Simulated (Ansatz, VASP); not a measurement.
LiF in VASP and in Ansatz

INCAR

```
SYSTEM = LiF
PREC     = Accurate       ! precision mode
ENCUT    = 750            ! plane-wave cutoff, eV
EDIFF    = 1E-6           ! SCF threshold, eV
ISMEAR   = 0              ! smearing method
SIGMA    = 0.02           ! smearing width, eV
LREAL    = .FALSE.        ! projectors in reciprocal space
LASPH    = .TRUE.         ! aspherical terms in the spheres
NELM     = 120            ! most SCF steps
ALGO     = Normal         ! electronic algorithm
ISIF     = 2              ! what is computed and relaxed
LWAVE    = .FALSE.        ! write WAVECAR
LCHARG   = .TRUE.         ! write CHGCAR
GGA      = PE             ! functional
LELF     = .TRUE.         ! ELF
LVHAR    = .TRUE.       
NBANDS   = 12             ! bands
GGA_COMPAT= .FALSE.
```

The input KPOINTS:

```
Automatic mesh
0
G
  10 10 10
  0 0 0
```

Contents of POSCAR:

```
LiF
1.0
    0.0000000000      1.9700837346      1.9700837346
    1.9700837346      0.0000000000      1.9700837346
    1.9700837346      1.9700837346      0.0000000000
Li F
1 1
Direct
    0.0000000000      0.0000000000      0.0000000000
    0.5000000000      0.5000000000      0.5000000000
```

Input for Ansatz:

```yaml
crystal:
  lattice:
    - [0.0, 1.9700837346, 1.9700837346]
    - [1.9700837346, 0.0, 1.9700837346]
    - [1.9700837346, 1.9700837346, 0.0]
  atoms:
    - { symbol: Li, position: [0.0, 0.0, 0.0] }
    - { symbol: F, position: [0.5, 0.5, 0.5] }
basis: {}
kpoints:
  mp_grid: { grid: [10, 10, 10] }
hamiltonian:
  xc: pbe
  pseudopotentials: { kind: all_electron, lapw: {} }
scf:
  occupations: { method: gaussian, width: 0.02 }
output:
  forces: true
  stress: true
  eigenvalues: true
```

Alike in both runs: task single point; functional PBE; k mesh 10 × 10 × 10; occupations gaussian, width 0.02 eV; no spin polarisation.

```csv
,VASP,Ansatz
version,VASP 6.6.1,Ansatz 0.2.0
potentials or method,"VASP PAW PBE potentials, release 64 (Li_sv, F), cutoff 750 eV","scalar-relativistic, all-electron LAPW"
```

```tsv
	VASP	Ansatz	Ansatz less VASP
gap on the k mesh at the Fermi level (eV)	9.69	9.68	-0.011
least direct gap on the mesh (eV)	9.69	9.68	-0.011
pressure (GPa)	7.1	7.7	+0.62
```

Ansatz ran all-electron here, and VASP with PAW potentials.
